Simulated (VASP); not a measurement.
# MgO (P6_3/mmc) in VASP: further runs

MgO is run at these levels: LDA; tasks: elastic constants, vibrations by perturbation theory.

Program: VASP 6.6.1. These are calculated values, not measurements. Logs are shortened: lines on timing, memory, paths and dates and some standing lists are left out, and cuts for length are marked.

## (1) The cell of the first run

Symmetry: P6_3/mmc, No. 194, hexagonal system. The conventional cell has a = 3.347 Å, b = 3.347 Å, c = 4.028 Å, α = 90.00°, β = 90.00°, γ = 120.00°. Mg (site symmetry -6m2) has 5 O at 1.93 to 2.01 Å within 2.6 Å. Within 2.6 Å of O (site symmetry -6m2) lie 5 Mg at 1.93 to 2.01 Å.

## (2) Elastic constants, LDA

INCAR

```
SYSTEM = MgO
PREC = Accurate
ENCUT = 600
EDIFF = 1E-8
ISMEAR = 0
SIGMA = 0.01
LREAL = .FALSE.
LASPH = .TRUE.
NELM = 100
ALGO = Normal
ISIF = 3
LWAVE = .FALSE.
LCHARG = .TRUE.
GGA = CA
IBRION = 6
NFREE = 2
POTIM = 0.015
NSW = 1
```

KPOINTS

```
Automatic mesh
0
G
  12 12 6
  0 0 0
```

POSCAR

```
MgO
1.0
    3.3465343572      0.0000000000      0.0000000000
   -1.6732671786      2.8981837680      0.0000000000
    0.0000000000      0.0000000000      4.0279805835
Mg O
2 2
Direct
    0.6666666667      0.3333333333      0.7500000000
    0.3333333333      0.6666666667      0.2500000000
    0.6666666667      0.3333333333      0.2500000000
    0.3333333333      0.6666666667      0.7500000000
```

Potentials or basis: VASP PAW LDA potentials, release 64 (Mg, O).

Started as:

```bash
$ cat potpaw_LDA.64/Mg/POTCAR potpaw_LDA.64/O/POTCAR > POTCAR
$ mpirun -np 1 vasp_std > vasp.out
```

OUTCAR:

```text
SYSTEM = MgO
   PREC = Accurate
   ENCUT = 600
   EDIFF = 1E-8
   ISMEAR = 0
   LREAL = .FALSE.
   LASPH = .TRUE.
   NELM = 100
   ISIF = 3
   GGA = CA
   IBRION = 6
   NFREE = 2
   POTIM = 0.015
   NSW = 1

 ion  position               nearest neighbor table
   1  0.667  0.333  0.750-   4 1.93   4 1.93   4 1.93   3 2.01   3 2.01   2 2.79   2 2.79   2 2.79
                             2 2.79   2 2.79   2 2.79
   2  0.333  0.667  0.250-   3 1.93   3 1.93   3 1.93   4 2.01   4 2.01   1 2.79   1 2.79   1 2.79
                             1 2.79   1 2.79   1 2.79
   3  0.667  0.333  0.250-   2 1.93   2 1.93   2 1.93   1 2.01   1 2.01
   4  0.333  0.667  0.750-   1 1.93   1 1.93   1 1.93   2 2.01   2 2.01

  LATTYP: Found a hexagonal cell.
 ALAT       =     3.3465343572
 C/A-ratio  =     1.2036274407

  Lattice vectors:

 A1 = (   3.3465343572,   0.0000000000,   0.0000000000)
 A2 = (  -1.6732671786,   2.8981837680,   0.0000000000)
 A3 = (   0.0000000000,   0.0000000000,   4.0279805835)

Analysis of symmetry for initial positions (statically):
=====================================================================
 Subroutine PRICEL returns:
 Original cell was already a primitive cell.

 Routine SETGRP: Setting up the symmetry group for a
 hexagonal supercell.

 Subroutine GETGRP returns: Found 24 space group operations
 (whereof 12 operations were pure point group operations)
 out of a pool of 24 trial point group operations.

The static configuration has the point symmetry D_3d.
 The point group associated with its full space group is D_6h.

Analysis of symmetry for dynamics (positions and initial velocities):
=====================================================================
 Subroutine PRICEL returns:
 Original cell was already a primitive cell.

 Routine SETGRP: Setting up the symmetry group for a
 hexagonal supercell.

 Subroutine GETGRP returns: Found 24 space group operations
 (whereof 12 operations were pure point group operations)
 out of a pool of 24 trial point group operations.

The dynamic configuration has the point symmetry D_3d.
 The point group associated with its full space group is D_6h.

 Subroutine INISYM returns: Found 24 space group operations
 (whereof 12 operations are pure point group operations),
 and found     1 'primitive' translations

----------------------------------------------------------------------------------------

                                     Primitive cell

  volume of cell :      39.0669

  direct lattice vectors                    reciprocal lattice vectors
     3.346534357  0.000000000  0.000000000     0.298816595  0.172521841  0.000000000
    -1.673267179  2.898183768  0.000000000     0.000000000  0.345043683  0.000000000
     0.000000000  0.000000000  4.027980583     0.000000000  0.000000000  0.248263362

  length of vectors
     3.346534357  3.346534357  4.027980583     0.345043683  0.345043683  0.248263362

  position of ions in fractional coordinates (direct lattice)
     0.666666667  0.333333333  0.750000000
     0.333333333  0.666666667  0.250000000
     0.666666667  0.333333333  0.250000000
     0.333333333  0.666666667  0.750000000

  ion indices of the primitive-cell ions
   primitive index   ion index
                 1           1
                 2           2
                 3           3
                 4           4

----------------------------------------------------------------------------------------

 KPOINTS: Automatic mesh

Automatic generation of k-mesh.
 Grid dimensions read from file:
[... 124 lines left out ...]
  in kB      131.9628158    131.9628158    130.4304088      0.0000000      0.0000000     -0.0000000
  external PRESSURE =     131.4520135 kB  Pullay stress =       0.0000000 kB
[... 95 lines left out ...]
  FREE ENERGIE OF THE ION-ELECTRON SYSTEM (eV)
  ---------------------------------------------------
  free  energy   TOTEN  =       -26.3521756873 eV

  energy  without entropy=      -26.3521756873  energy(sigma->0) =      -26.35217569

[... ionic steps 4 to 18 ...]

--------------------------------------- Ionic step       19  -------------------------------------------

 number of electron      16.0000002 magnetization

------------------------ aborting loop because EDIFF is reached ----------------------------------------
[... 71 lines left out ...]
--------------------------------------- Ionic step       21  -------------------------------------------

 number of electron      16.0000002 magnetization

 Free energy of the ion-electron system (eV)
  ---------------------------------------------------
  ext. energy  EPLUGINS =         0.00000000
  ---------------------------------------------------
  free energy    TOTEN  =       -26.40942268 eV

  energy without entropy =      -26.40942268  energy(sigma->0) =      -26.40942268

 E-fermi :   2.6666     XC(G=0): -11.1490

 val. band max:        2.5324390209   @ k =   0.0000   0.0000   0.0000
 cond. band min:       6.4852017522   @ k =   0.0000   0.0000   0.0000
 fundamental gap:      3.9527627313
 Fermi energy:         2.6665899762

 k-point     1 :       0.0000    0.0000    0.0000
  band No.  band energies     occupation
      1     -14.7106      2.00000
      2     -12.9049      2.00000
      3      -1.6392      2.00000
      4       0.5263      2.00000
      5       0.5263      2.00000
      6       1.5391      2.00000
      7       1.5391      2.00000
      8       2.5324      2.00000
      9       6.4852      0.00000
     10      12.7432      0.00000
     11      15.5150      0.00000
     12      15.6329      0.00000
[... 331 lines left out ...]
 k-point    24 :       0.3333    0.0000    0.1667
  band No.  band energies     occupation
      1     -14.0266      2.00000
      2     -13.1083      2.00000
      3      -1.4606      2.00000
      4      -0.5011      2.00000
      5       0.0881      2.00000
      6       0.3043      2.00000
      7       1.6987      2.00000
      8       1.8201      2.00000
      9       9.2184      0.00000
     10      11.9938      0.00000
     11      13.7695      0.00000
     12      15.6963      0.00000

 [... further k-points ...]

------------------------ aborting loop because EDIFF is reached ----------------------------------------

  FORCE on cell =-STRESS in cart. coord.  units (eV):
  Direction    XX          YY          ZZ          XY          YZ          ZX
  --------------------------------------------------------------------------------------
  -------------------------------------------------------------------------------------
  Total        3.2183450      3.2183450      3.1934484      0.0000000      0.0000000      0.0000000
  in kB      131.9880489    131.9880489    130.9670081      0.0000000      0.0000000      0.0000000
  external PRESSURE =     131.6477019 kB  Pullay stress =       0.0000000 kB
[... 19 lines left out ...]
  FREE ENERGIE OF THE ION-ELECTRON SYSTEM (eV)
  ---------------------------------------------------
  free  energy   TOTEN  =       -26.4094226810 eV

  energy  without entropy=      -26.4094226810  energy(sigma->0) =      -26.40942268

 INTERNAL STRAIN TENSORS FROM STRAINED CELLS
 ============================================

 INTERNAL STRAIN TENSOR FOR ION    1 for displacements in x,y,z  (eV/Angst):
          X           Y           Z          XY          YZ          ZX
  --------------------------------------------------------------------------------
  x     0.00000     0.00000     0.00000    12.66089    -0.00000     0.00000
  y    12.70636   -12.75385    -0.00000     0.00002     0.00000    -0.00005
  z    -0.00000     0.00000    -0.00000     0.00000     0.01272     0.00000

 INTERNAL STRAIN TENSORS FROM DISPLACED ATOMS
 ============================================

 INTERNAL STRAIN TENSOR FOR ION    1 for displacements in x,y,z  (eV/Angst):
          X           Y           Z          XY          YZ          ZX
  --------------------------------------------------------------------------------
  x     0.00000     0.00000     0.00000    12.68949     0.00000     0.00000
  y    12.68949   -12.68949     0.00000     0.00000     0.00000     0.00000
  z     0.00000    -0.00000     0.00000     0.00000    -0.00000    -0.00000

 INTERNAL STRAIN TENSOR FOR ION    4 for displacements in x,y,z  (eV/Angst):
          X           Y           Z          XY          YZ          ZX
  --------------------------------------------------------------------------------
  x     0.00000     0.00000     0.00000   -13.75051     0.00000     0.00000
  y   -13.75051    13.75051    -0.00000     0.00000     0.00000     0.00000
  z    -0.00000     0.00000     0.00000     0.00000     0.00000     0.00000

 Eigenvectors and eigenvalues of the dynamical matrix
 ----------------------------------------------------

   1 f  =   18.964602 THz   119.158106 2PiTHz  632.591017 cm-1    78.431255 meV
             X         Y         Z           dx          dy          dz
      1.673267  0.966061  3.020985    -0.000000   -0.000000   -0.246243
     -0.000000  1.932123  1.006995     0.000000    0.000000    0.246243
      1.673267  0.966061  1.006995    -0.000000   -0.000000    0.662846
     -0.000000  1.932123  3.020985     0.000000    0.000000   -0.662846
[... 71 lines left out ...]
  12 f/i=    0.000273 THz     0.001715 2PiTHz    0.009102 cm-1     0.001129 meV
             X         Y         Z           dx          dy          dz
      1.673267  0.966061  3.020985    -0.000000    0.000000   -0.549094
     -0.000000  1.932123  1.006995    -0.000000    0.000000   -0.549094
      1.673267  0.966061  1.006995    -0.000000    0.000000   -0.445529
     -0.000000  1.932123  3.020985    -0.000000    0.000000   -0.445529

--------------------------------------------------------------------------------------------------------

 ELASTIC MODULI CONTR FROM IONIC RELAXATION (kBar)
 Direction    XX          YY          ZZ          XY          YZ          ZX
 --------------------------------------------------------------------------------
 XX       -1079.1565   1079.1565     -0.0000      0.0000      0.0000      0.0000
 YY        1079.1565  -1079.1565      0.0000     -0.0000     -0.0000     -0.0000
 ZZ          -0.0000      0.0000     -0.0000      0.0000     -0.0000     -0.0000
 XY           0.0000     -0.0000      0.0000  -1079.1565      0.0000      0.0000
 YZ           0.0000     -0.0000     -0.0000      0.0000     -0.0000     -0.0000
 ZX           0.0000     -0.0000     -0.0000      0.0000     -0.0000     -0.0000
 --------------------------------------------------------------------------------

 TOTAL ELASTIC MODULI (kBar)
 Direction    XX          YY          ZZ          XY          YZ          ZX
 --------------------------------------------------------------------------------
 XX        2534.3134   2217.3426    867.1566      0.0000      0.0000      0.0000
 YY        2217.3426   2534.3134    867.1566     -0.0000     -0.0000     -0.0000
 ZZ         867.1566    867.1566   4095.4699      0.0000      0.0000     -0.0000
 XY           0.0000     -0.0000      0.0000    158.4854      0.0000      0.0000
 YZ           0.0000     -0.0000      0.0000      0.0000   1298.7938     -0.0000
 ZX           0.0000      0.0000      0.0000      0.0000     -0.0000   1298.7938
 --------------------------------------------------------------------------------
```

It took 13 min on 1 thread of Intel Xeon 6975P-C (Granite Rapids), shared host; peak memory 0.4 GiB.

Results:

* Voigt bulk modulus: 190 GPa
* Highest phonon frequency at Γ, LO-TO splitting left out: 633 cm⁻¹

Phonon frequencies in cm⁻¹ (negative: imaginary):
```csv
q point,frequencies
"(0.000, 0.000, 0.000)",0 0 0 309 309 456 480 605 605 620 620 633
```

Elastic tensor in Voigt notation (GPa, in the Cartesian axes of the cell as first typed):
```
253 222  87   0   0   0
222 253  87   0   0   0
 87  87 410   0   0   0
  0   0   0 130   0   0
  0   0   0   0 130   0
  0   0   0   0   0  16
```

Clamped-ion elastic tensor (GPa):
```
361 114  87   0   0   0
114 361  87   0   0   0
 87  87 410   0   0   0
  0   0   0 130   0   0
  0   0   0   0 130   0
  0   0   0   0   0 124
```

Caveat: the cell is under stress, which shifts elastic constants.

## (3) Vibrations by perturbation theory, LDA

INCAR

```
SYSTEM = MgO
PREC = Accurate
ENCUT = 520
EDIFF = 1E-8
ISMEAR = 0
SIGMA = 0.01
LREAL = .FALSE.
LASPH = .TRUE.
NELM = 80
ALGO = Normal
ISIF = 2
LWAVE = .FALSE.
LCHARG = .TRUE.
GGA = CA
NBANDS = 16
IBRION = 8
NSW = 1
LEPSILON = .TRUE.
```

KPOINTS is that of step 2.

POSCAR is that of step 2.

Potentials or basis: VASP PAW LDA potentials, release 64 (Mg, O).

Started as:

```bash
$ cat potpaw_LDA.64/Mg/POTCAR potpaw_LDA.64/O/POTCAR > POTCAR
$ mpirun -np 1 vasp_std > vasp.out
```

OUTCAR:

```text
SYSTEM = MgO
   PREC = Accurate
   ENCUT = 520
   EDIFF = 1E-8
   ISMEAR = 0
   LREAL = .FALSE.
   LASPH = .TRUE.
   NELM = 80
   ISIF = 2
   GGA = CA
   IBRION = 8
   NSW = 1
   LEPSILON = .TRUE.

 ion  position               nearest neighbor table
   1  0.667  0.333  0.750-   4 1.93   4 1.93   4 1.93   3 2.01   3 2.01   2 2.79   2 2.79   2 2.79
                             2 2.79   2 2.79   2 2.79
   2  0.333  0.667  0.250-   3 1.93   3 1.93   3 1.93   4 2.01   4 2.01   1 2.79   1 2.79   1 2.79
                             1 2.79   1 2.79   1 2.79
   3  0.667  0.333  0.250-   2 1.93   2 1.93   2 1.93   1 2.01   1 2.01
   4  0.333  0.667  0.750-   1 1.93   1 1.93   1 1.93   2 2.01   2 2.01

  LATTYP: Found a hexagonal cell.
 ALAT       =     3.3465343572
 C/A-ratio  =     1.2036274407

  Lattice vectors:

[... 796 lines left out ...]
  4X    11.329710    0.000000    0.000000    1.658415    0.000000    0.000000    2.201282    0.000000    0.000000  -15.189407    0.000000    0.000000
  4Y     0.000000   11.329710    0.000000   -0.000000    1.658415    0.000000    0.000000    2.201282    0.000000    0.000000  -15.189407    0.000000
  4Z     0.000000   -0.000000    1.813550    0.000000    0.000000    6.343371   -0.000000    0.000000    7.012577   -0.000000   -0.000000  -15.169498

 Eigenvectors and eigenvalues of the dynamical matrix
 ----------------------------------------------------

   1 f  =   18.966097 THz   119.167500 2PiTHz  632.640889 cm-1    78.437438 meV
             X         Y         Z           dx          dy          dz
      1.673267  0.966061  3.020985     0.000000    0.000000    0.245721
     -0.000000  1.932123  1.006995    -0.000000   -0.000000   -0.245721
      1.673267  0.966061  1.006995     0.000000    0.000000   -0.663039
     -0.000000  1.932123  3.020985    -0.000000   -0.000000    0.663039
[... 71 lines left out ...]
  12 f/i=    0.006831 THz     0.042921 2PiTHz    0.227860 cm-1     0.028251 meV
             X         Y         Z           dx          dy          dz
      1.673267  0.966061  3.020985    -0.427796    0.344511   -0.000000
     -0.000000  1.932123  1.006995    -0.427796    0.344511   -0.000000
      1.673267  0.966061  1.006995    -0.346828    0.279307   -0.000000
     -0.000000  1.932123  3.020985    -0.346828    0.279307   -0.000000

--------------------------------------------------------------------------------------------------------

 MACROSCOPIC STATIC DIELECTRIC TENSOR IONIC CONTRIBUTION
 ------------------------------------------------------
           2.153281     0.000000    -0.000000
           0.000000     2.153281    -0.000000
          -0.000000    -0.000000     4.316901
 ------------------------------------------------------

 ELASTIC MODULI CONTR FROM IONIC RELAXATION (kBar)
 Direction    XX          YY          ZZ          XY          YZ          ZX
 --------------------------------------------------------------------------------
 XX       -1058.2358   1058.2358      0.0000     -0.0000     -0.0000      0.0000
 YY        1058.2358  -1058.2358     -0.0000      0.0000      0.0000     -0.0000
 ZZ           0.0000     -0.0000     -0.0000      0.0000      0.0000     -0.0000
 XY          -0.0000      0.0000      0.0000  -1058.2358     -0.0000     -0.0000
 YZ          -0.0000      0.0000      0.0000     -0.0000     -0.0000      0.0000
 ZX           0.0000     -0.0000     -0.0000     -0.0000      0.0000     -0.0000
 --------------------------------------------------------------------------------

 PIEZOELECTRIC TENSOR IONIC CONTR  for field in x, y, z        (C/m^2)
          XX          YY          ZZ          XY          YZ          ZX
  --------------------------------------------------------------------------------
  x    -0.00000     0.00000    -0.00000    -0.00000     0.00000     0.00000
  y    -0.00000     0.00000    -0.00000     0.00000     0.00000    -0.00000
  z    -0.00000     0.00000     0.00000    -0.00000    -0.00000     0.00000
```

OSZICAR:

```text
N       E                     dE             d eps       ncg     rms          rms(c)
DAV:   1     0.525913926062E+02    0.52591E+02   -0.77761E+03  2448   0.903E+02
DAV:   2    -0.275965039034E+02   -0.80188E+02   -0.74186E+02  3400   0.201E+02
[... 160 lines left out ...]
RMM:   5    -0.369088018952E+00   -0.36090E-04   -0.14653E-05  5406   0.257E-02    0.138E-03
RMM:   6    -0.369118993157E+00   -0.30974E-04    0.37539E-06  5245   0.277E-03    0.573E-04
RMM:   7    -0.369117300349E+00    0.16928E-05    0.14338E-06  5570   0.573E-04    0.876E-05
RMM:   8    -0.369117503264E+00   -0.20292E-06    0.14503E-07  5412   0.645E-05    0.236E-05
RMM:   9    -0.369117536832E+00   -0.33568E-07   -0.93881E-08  5666   0.346E-05    0.510E-06
RMM:  10    -0.369117530415E+00    0.64168E-08   -0.60103E-08  5453   0.427E-06    0.222E-06
 Linear response finished
```

It took 13 min on 1 thread of Intel Xeon 8259CL, shared host; peak memory 0.52 GiB.

Results:

```
Electronic dielectric tensor (diagonal)                 : 2.89, 2.89, 2.88
Born charges (mean of the diagonal)                     : Mg +1.81; O -1.81 e
Highest phonon frequency at Γ, LO-TO splitting left out : 633 cm⁻¹
```

Phonon frequencies in cm⁻¹ (negative: imaginary):
| q point | frequencies |
| --- | --- |
| (0.000, 0.000, 0.000) | 0 0 0 309 309 456 480 605 605 620 620 633 |

Electronic dielectric tensor:
```
2.89 0.00 0.00
0.00 2.89 0.00
0.00 0.00 2.88
```

Born effective charge tensors (e):
atom 1, Mg
```
1.74 0.00 0.00
0.00 1.74 0.00
0.00 0.00 1.95
```
atom 2, Mg
```
1.74 0.00 0.00
0.00 1.74 0.00
0.00 0.00 1.95
```
atom 3, O
```
-1.74  0.00  0.00
 0.00 -1.74  0.00
 0.00  0.00 -1.95
```
atom 4, O
```
-1.74  0.00  0.00
 0.00 -1.74  0.00
 0.00  0.00 -1.95
```

Caveat: the cell stands under pressure or tension, which shifts response properties.

[end of part 1 of 3]
